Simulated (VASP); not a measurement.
# NbSi26C27 (a cell with a defect) (Moissanite 3C) in VASP: single point with PBE

Aim: the single point of NbSi26C27 (a cell with a defect) (Moissanite 3C) with PBE.

Program: VASP 6.6.1. These are calculated values, not measurements. Logs are shortened: lines on timing, memory, paths and dates and some standing lists are left out, and cuts for length are marked.

## 1. The cell of the first run

The cell holds a defect, 54 atoms: a = 9.245 Å, b = 9.245 Å, c = 9.245 Å, α = 60.00°, β = 60.00°, γ = 60.00°.

## 2. Single point, PBE

Contents of INCAR:

```
SYSTEM = NbSi26C27
ALGO     = Normal         ! electronic algorithm
EDIFF    = 1E-6           ! SCF threshold, eV
ENCUT    = 520            ! plane-wave cutoff, eV
GGA      = PE             ! functional
ISIF     = 2              ! what is computed and relaxed
ISMEAR   = -1             ! smearing method
LASPH    = .True.         ! aspherical terms in the spheres
LCHARG   = .True.         ! write CHGCAR
LELF     = .True.         ! ELF
LREAL    = Auto         
LVHAR    = .True.       
LWAVE    = .False.        ! write WAVECAR
NBANDS   = 146            ! bands
NELECT   = 224.0        
NELM     = 80             ! most SCF steps
PREC     = Accurate       ! precision mode
SIGMA    = 0.01           ! smearing width, eV
```

Contents of KPOINTS:

```
k-points
0
Gamma
  3 3 3
  0 0 0
```

Contents of POSCAR:

```
NbSi26C27
1.0
    0.0000000000      6.5370000000      6.5370000000
    6.5370000000      0.0000000000      6.5370000000
    6.5370000000      6.5370000000      0.0000000000
Nb Si C
1 26 27
Direct
    0.0000000000      0.0000000000      0.0000000000
   -0.0010151260     -0.0010151260      0.3380686091
   -0.0010151260     -0.0010151260      0.6639616429
   -0.0010151260      0.3380686091     -0.0010151260
   -0.0005900040      0.3335300013      0.3335300013
   -0.0010151260      0.3380686091      0.6639616429
   -0.0010151260      0.6639616429     -0.0010151260
   -0.0010151260      0.6639616429      0.3380686091
   -0.0002264023      0.6667421341      0.6667421341
    0.3380686091     -0.0010151260     -0.0010151260
    0.3335300013     -0.0005900040      0.3335300013
    0.3380686091     -0.0010151260      0.6639616429
    0.3335300013      0.3335300013     -0.0005900040
    0.3335300013      0.3335300013      0.3335300013
    0.3336801785      0.3336801785      0.6663198215
    0.3380686091      0.6639616429     -0.0010151260
    0.3336801785      0.6663198215      0.3336801785
    0.3336801785      0.6663198215      0.6663198215
    0.6639616429     -0.0010151260     -0.0010151260
    0.6639616429     -0.0010151260      0.3380686091
    0.6667421341     -0.0002264023      0.6667421341
    0.6639616429      0.3380686091     -0.0010151260
    0.6663198215      0.3336801785      0.3336801785
    0.6663198215      0.3336801785      0.6663198215
    0.6667421341      0.6667421341     -0.0002264023
    0.6663198215      0.6663198215      0.3336801785
    0.6667421341      0.6667421341      0.6667421341
    0.0889781464      0.0889781464      0.0889781464
    0.0836151854      0.0836151854      0.4163848146
    0.0889781464      0.0889781464      0.7330655609
    0.0836151854      0.4163848146      0.0836151854
    0.0836151854      0.4163848146      0.4163848146
    0.0834618412      0.4168032336      0.7498674626
    0.0889781464      0.7330655609      0.0889781464
    0.0834618412      0.7498674626      0.4168032336
    0.0834618412      0.7498674626      0.7498674626
    0.4163848146      0.0836151854      0.0836151854
    0.4163848146      0.0836151854      0.4163848146
    0.4168032336      0.0834618412      0.7498674626
    0.4163848146      0.4163848146      0.0836151854
    0.4166509393      0.4166509393      0.4166509393
    0.4166509393      0.4166509393      0.7500471821
    0.4168032336      0.7498674626      0.0834618412
    0.4166509393      0.7500471821      0.4166509393
    0.4168032336      0.7498674626      0.7498674626
    0.7330655609      0.0889781464      0.0889781464
    0.7498674626      0.0834618412      0.4168032336
    0.7498674626      0.0834618412      0.7498674626
    0.7498674626      0.4168032336      0.0834618412
    0.7500471821      0.4166509393      0.4166509393
    0.7498674626      0.4168032336      0.7498674626
    0.7498674626      0.7498674626      0.0834618412
    0.7498674626      0.7498674626      0.4168032336
    0.7500000000      0.7500000000      0.7500000000
```

Potentials or basis: VASP PAW PBE potentials, release 64 (Nb_sv, Si, C).

Launch:

```bash
$ cat potpaw_PBE.64/Nb_sv/POTCAR potpaw_PBE.64/Si/POTCAR potpaw_PBE.64/C/POTCAR > POTCAR
$ mpirun -np 1 vasp_std > vasp.out
```

OUTCAR:

```text
SYSTEM = NbSi26C27
   EDIFF = 1E-6
   ENCUT = 520
   GGA = PE
   ISIF = 2
   ISMEAR = -1
   LASPH = .True.
   LREAL = Auto
   NELECT = 224.0
   NELM = 80
   PREC = Accurate

 ion  position               nearest neighbor table
   1  0.000  0.000  0.000-  30 2.01  34 2.01  46 2.01  28 2.01
   2  0.999  0.999  0.338-  29 1.87  35 1.88  47 1.88  28 1.88   3 3.01   9 3.06  21 3.06  11 3.07
                             5 3.07  17 3.08  23 3.08   8 3.10  20 3.10  10 3.13   4 3.13
   3  0.999  0.999  0.664-  29 1.87  36 1.88  48 1.88  30 1.88   2 3.01   9 3.06  21 3.06  11 3.07
                             5 3.07  18 3.08  24 3.08   7 3.10  19 3.10   6 3.13  12 3.13
   4  0.999  0.338  0.999-  31 1.87  33 1.88  49 1.88  28 1.88   7 3.01   9 3.06  25 3.06  13 3.07
                             5 3.07  23 3.08  15 3.08   6 3.10  22 3.10  10 3.13   2 3.13
   5  0.999  0.334  0.334-  50 1.88  29 1.89  31 1.89  32 1.89   2 3.07   4 3.07   3 3.07   7 3.07
                             6 3.07   8 3.07  23 3.08  24 3.08  26 3.08  13 3.09  14 3.09  11 3.09
   6  0.999  0.338  0.664-  32 1.87  33 1.88  51 1.88  30 1.88   8 3.01   9 3.06  27 3.06  14 3.07
                             5 3.07  24 3.08  15 3.08   4 3.10  22 3.10  12 3.13   3 3.13
   7  0.999  0.664  0.999-  31 1.87  52 1.88  36 1.88  34 1.88   4 3.01   9 3.06  25 3.06  13 3.07
                             5 3.07  18 3.08  26 3.08   3 3.10  19 3.10   8 3.13  16 3.13
   8  0.999  0.664  0.338-  32 1.87  53 1.88  35 1.88  34 1.88   6 3.01   9 3.06  27 3.06  14 3.07
                             5 3.07  26 3.08  17 3.08   2 3.10  20 3.10   7 3.13  16 3.13
   9  1.000  0.667  0.667-  54 1.89  35 1.89  33 1.89  36 1.89   6 3.06   8 3.06   2 3.06   4 3.06
                             7 3.06   3 3.06  25 3.08  27 3.08  21 3.08  17 3.08  15 3.08  18 3.08
[... 61 lines left out ...]
  53  0.750  0.750  0.417-   8 1.88  20 1.88  27 1.89  26 1.89
  54  0.750  0.750  0.750-   9 1.89  21 1.89  25 1.89  27 1.89

  LATTYP: Found a face centered cubic cell.
 ALAT       =    13.0740000000

  Lattice vectors:

 A1 = (   0.0000000000,   6.5370000000,   6.5370000000)
 A2 = (   6.5370000000,   0.0000000000,   6.5370000000)
 A3 = (   6.5370000000,   6.5370000000,   0.0000000000)

Analysis of symmetry for initial positions (statically):
=====================================================================
 Subroutine PRICEL returns:
 Original cell was already a primitive cell.

 Routine SETGRP: Setting up the symmetry group for a
 face centered cubic supercell.

 Subroutine GETGRP returns: Found 24 space group operations
 (whereof 24 operations were pure point group operations)
 out of a pool of 48 trial point group operations.

The static configuration has the point symmetry T_d .

Analysis of symmetry for dynamics (positions and initial velocities):
=====================================================================
 Subroutine PRICEL returns:
 Original cell was already a primitive cell.

 Routine SETGRP: Setting up the symmetry group for a
 face centered cubic supercell.

 Subroutine GETGRP returns: Found 24 space group operations
 (whereof 24 operations were pure point group operations)
 out of a pool of 48 trial point group operations.

The dynamic configuration has the point symmetry T_d .

 Subroutine INISYM returns: Found 24 space group operations
 (whereof 24 operations are pure point group operations),
 and found     1 'primitive' translations

----------------------------------------------------------------------------------------

                                     Primitive cell

  volume of cell :     558.6830

  direct lattice vectors                    reciprocal lattice vectors
     0.000000000  6.537000000  6.537000000    -0.076487685  0.076487685  0.076487685
     6.537000000  0.000000000  6.537000000     0.076487685 -0.076487685  0.076487685
     6.537000000  6.537000000  0.000000000     0.076487685  0.076487685 -0.076487685

  length of vectors
     9.244714057  9.244714057  9.244714057     0.132480557  0.132480557  0.132480557

[... 120 lines left out ...]

 Generating k-lattice:

  Cartesian coordinates                     Fractional coordinates (reciprocal lattice)
    -0.025495895  0.025495895  0.025495895     0.333333333  0.000000000  0.000000000
     0.025495895 -0.025495895  0.025495895     0.000000000  0.333333333  0.000000000
     0.025495895  0.025495895 -0.025495895     0.000000000  0.000000000  0.333333333

  Length of vectors
     0.044160186  0.044160186  0.044160186

  Shift w.r.t. Gamma in fractional coordinates (k-lattice)
     0.000000000  0.000000000  0.000000000

 Subroutine IBZKPT returns following result:
 ===========================================

 Found      4 irreducible k-points:

 Following reciprocal coordinates:
            Coordinates               Weight
  0.000000  0.000000  0.000000      1.000000
  0.333333  0.000000  0.000000      8.000000
  0.333333  0.333333  0.000000      6.000000
 -0.333333  0.333333  0.000000     12.000000
   k-points           NKPTS =      4   k-points in BZ     NKDIM =      4   number of bands    NBANDS=    146
   number of dos      NEDOS =    301   number of ions     NIONS =     54
   total plane-waves  NPLWV = 343000
   dimension x,y,z NGX =    70 NGY =   70 NGZ =   70
   dimension x,y,z NGXF=   140 NGYF=  140 NGZF=  140
   ions per type =               1  26  27
   NGX,Y,Z   is equivalent  to a cutoff of  12.59, 12.59, 12.59 a.u.
   NGXF,Y,Z  is equivalent  to a cutoff of  25.18, 25.18, 25.18 a.u.
 SYSTEM =  NbSi26C27
   PREC   = accura    normal or accurate (medium, high low for compatibility)
   ISTART =      0    job   : 0-new  1-cont  2-samecut
   ICHARG =      2    charge: 1-file 2-atom 10-const
   ISPIN  =      1    spin polarized calculation?
   LNONCOLLINEAR =      F non collinear calculations
   LSORBIT =      F    spin-orbit coupling
   LASPH  =      T    aspherical Exc in radial PAW
   ENCUT  =  520.0 eV  38.22 Ry    6.18 a.u.  17.19 17.19 17.19*2*pi/ulx,y,z
   NELM   =     80;   NELMIN=  2; NELMDL= -5     # of ELM steps
   EDIFF  = 0.1E-05   stopping-criterion for ELM
   LREAL  =      T    real-space projection
   EDIFFG = 0.1E-04   stopping-criterion for IOM
   NSW    =      0    number of steps for IOM
   IBRION =     -1    ionic relax: 0-MD 1-quasi-New 2-CG
   NFREE  =      0    steps in history (QN), initial steepest desc. (CG)
   ISIF   =      2    stress and relaxation
   ISYM   =      2    0-nonsym 1-usesym 2-fastsym
   POTIM  = 0.5000    time-step for ionic-motion
   TEBEG  =    0.0;   TEEND  =   0.0 temperature during run
   PSTRESS=    0.0 pullay stress
   NELECT =     224.0000    total number of electrons
   NUPDOWN=      -1.0000    fix difference up-down
   EMIN   =  10.00;   EMAX   =-10.00  energy-range for DOS
   EFERMI =   0.00;   METHOD = LEGACY
   ISMEAR =    -1;   SIGMA  =   0.01  broadening in eV -4-tet -1-fermi 0-gaus
   EFERMI_NEDOS =   21; number of points for ismear=-14 and -15
   IALGO  =     38    algorithm
   IMIX   =      4    mixing-type and parameters
     AMIX     =   0.40;   BMIX     =  1.00
     AMIX_MAG =   1.60;   BMIX_MAG =  1.00
  volume/ion in A,a.u.               =      10.35        69.82
  Fermi-wavevector in a.u.,A,eV,Ry     =   1.207172  2.281224 19.827271  1.457263
  Thomas-Fermi vector in A             =   2.342817
   LORBIT       =      0    0 simple, 1 ext, 2 COOP (PROOUT), +10 PAW based schemes
   GGA     = PE    functional components
   LHFCALC =     F    Hartree Fock is set to
   AEXX    =    0.0000 exact exchange contribution
   IVDW    =     0    specifies the selected vdW correction
   LEPSILON=     F    determine dielectric tensor
   LRPA    =     F    only Hartree local field effects (RPA)
 non-spin polarized calculation
  energy-cutoff  :      520.00
  volume of cell :      558.68
 maximum number of plane-waves:     15070
 NGX is ok and might be reduce to    70
   NGX = 35   NGY = 35   NGZ = 35

 number of electron     223.9999998 magnetization

 Free energy of the ion-electron system (eV)
  ---------------------------------------------------
  ext. energy  EPLUGINS =         0.00000000
  ---------------------------------------------------
  free energy    TOTEN  =      -417.96427519 eV

  energy without entropy =     -417.96427519  energy(sigma->0) =     -417.96427519

 E-fermi :   8.4627     XC(G=0): -11.4061

 val. band max:        8.1549676990   @ k =   0.0000   0.0000   0.0000
 cond. band min:       9.7041692625   @ k =   0.3333   0.3333   0.0000
 fundamental gap:      1.5492015635
 Fermi energy:         8.4626954389

 k-point     1 :       0.0000    0.0000    0.0000
  band No.  band energies     occupation
      1     -46.2933      2.00000
      2     -22.5310      2.00000
      3     -22.5310      2.00000
      4     -22.5310      2.00000
      5      -7.0941      2.00000
      6      -5.1540      2.00000
[... 497 lines left out ...]
    123      12.6021      0.00000
    124      12.8347      0.00000
 [bands above 124 left out]

------------------------ aborting loop because EDIFF is reached ----------------------------------------

  FORCE on cell =-STRESS in cart. coord.  units (eV):
  Direction    XX          YY          ZZ          XY          YZ          ZX
  --------------------------------------------------------------------------------------
  -------------------------------------------------------------------------------------
  Total        9.7668230      9.7668230      9.7668230      0.0000000      0.0000000      0.0000000
  in kB       28.0090544     28.0090544     28.0090544      0.0000000      0.0000000      0.0000000
  external PRESSURE =      28.0090544 kB  Pullay stress =       0.0000000 kB

 VOLUME and BASIS-vectors are now :
 -----------------------------------------------------------------------------
  energy-cutoff  :      520.00
  volume of cell :      558.68
      direct lattice vectors                 reciprocal lattice vectors
     0.000000000  6.537000000  6.537000000    -0.076487685  0.076487685  0.076487685
     6.537000000  0.000000000  6.537000000     0.076487685 -0.076487685  0.076487685
     6.537000000  6.537000000  0.000000000     0.076487685  0.076487685 -0.076487685

 POSITION                                       TOTAL-FORCE (eV/Angst)
 -----------------------------------------------------------------------------------
      0.00000      0.00000      0.00000        -0.000000      0.000000     -0.000000
      8.74032      8.74032     13.06073        -0.002469     -0.002469      0.005243
     10.87068     10.87068     13.06073         0.002469      0.002469      0.005243
      8.74032     13.06073      8.74032        -0.002469      0.005243     -0.002469
      4.36057      8.71343      8.71343         0.004750     -0.004750     -0.004750
      6.55027     10.87068      8.74032        -0.005243      0.002469     -0.002469
[... 46 lines left out ...]
      7.62653      7.62653      9.80377         0.001912      0.001912     -0.001944
      9.80550      9.80550      9.80550        -0.000000      0.000000     -0.000000
 -----------------------------------------------------------------------------------
    total drift:                                0.000001      0.000001      0.000001

  FREE ENERGIE OF THE ION-ELECTRON SYSTEM (eV)
  ---------------------------------------------------
  free  energy   TOTEN  =      -417.9642751864 eV

  energy  without entropy=     -417.9642751864  energy(sigma->0) =     -417.96427519
```

Wall time 36 min (1 thread of Oxide Virtual Turin-like, shared host); peak memory 0.76 GiB.

Results:

* Free energy: -417.9643 eV
* Largest force: 0.011 eV/Å

Forces on the atoms (eV/Å):
```
Nb   0.000  0.000  0.000
Si  -0.002 -0.002  0.005
Si   0.002  0.002  0.005
Si  -0.002  0.005 -0.002
Si   0.005 -0.005 -0.005
Si  -0.005  0.002 -0.002
Si   0.002  0.005  0.002
Si  -0.005 -0.002  0.002
Si   0.003 -0.003 -0.003
Si   0.005 -0.002 -0.002
Si  -0.005  0.005 -0.005
Si   0.002 -0.005 -0.002
Si  -0.005 -0.005  0.005
Si   0.005  0.005  0.005
Si   0.000  0.000  0.005
Si   0.002 -0.002 -0.005
Si   0.000  0.005  0.000
Si  -0.005  0.000  0.000
Si   0.005  0.002  0.002
Si  -0.002 -0.005  0.002
Si  -0.003  0.003 -0.003
Si  -0.002  0.002 -0.005
Si   0.005  0.000  0.000
Si   0.000 -0.005  0.000
Si  -0.003 -0.003  0.003
Si   0.000  0.000 -0.005
Si   0.003  0.003  0.003
C   -0.006 -0.006 -0.006
C    0.000  0.000 -0.004
C    0.006  0.006 -0.006
C    0.000 -0.004  0.000
C    0.004  0.000  0.000
C    0.002 -0.002  0.002
C    0.006 -0.006  0.006
C    0.002  0.002 -0.002
C   -0.002 -0.002 -0.002
C   -0.004  0.000  0.000
C    0.000  0.004  0.000
C   -0.002  0.002  0.002
C    0.000  0.000  0.004
C   -0.003 -0.003 -0.003
C    0.003  0.003 -0.003
C   -0.002  0.002  0.002
C    0.003 -0.003  0.003
C   -0.002  0.002  0.002
C   -0.006  0.006  0.006
C    0.002  0.002 -0.002
C   -0.002 -0.002 -0.002
C    0.002 -0.002  0.002
C   -0.003  0.003  0.003
C    0.002 -0.002  0.002
C   -0.002 -0.002 -0.002
C    0.002  0.002 -0.002
C    0.000  0.000  0.000
```

Caveat: the cell carries a net charge on a neutralising background, which shifts energy and pressure; the cell is charged against a uniform background, so pressure and absolute levels hang on convention.
